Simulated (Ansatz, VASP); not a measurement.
**One calculation of Se3Br, two programs**

```xyz
4
Lattice="-1.9012 1.9012 8.4819 1.9012 -1.9012 8.4819 1.9012 1.9012 -8.4819" Properties=species:S:1:pos:R:3 pbc="T T T"
Se    1.9012    0.0000    4.2409
Se    0.0000    1.9012    4.2409
Se    0.0000    0.0000    8.4819
Br    0.0000    0.0000    0.0000
```

Alike in both runs: task single point; functional PBE; k mesh 8 × 8 × 8; occupations gaussian, width 0.1 eV; no spin polarisation.

|  | VASP | Ansatz |
| --- | --- | --- |
| version | VASP 6.6.1 | Ansatz 0.2.0 |
| potentials or method | VASP PAW PBE potentials, release 64 (Se, Br), cutoff 520 eV | scalar-relativistic, plane waves, PAW |
| valence electrons in the cell | 25 | 55 |

```csv
,VASP,Ansatz,Ansatz less VASP
gap on the k mesh at the Fermi level (eV),none,none,-
pressure (GPa),0.2,0.2,-0.01
```

A gap of «none» marks a metal or a gap that the smearing closes. The functional is the same, so the differences come from potentials, cutoffs and numerics. VASP's potentials hold 25 valence electrons a cell and Ansatz's 55, so a difference there can come from the potentials and not from the codes.
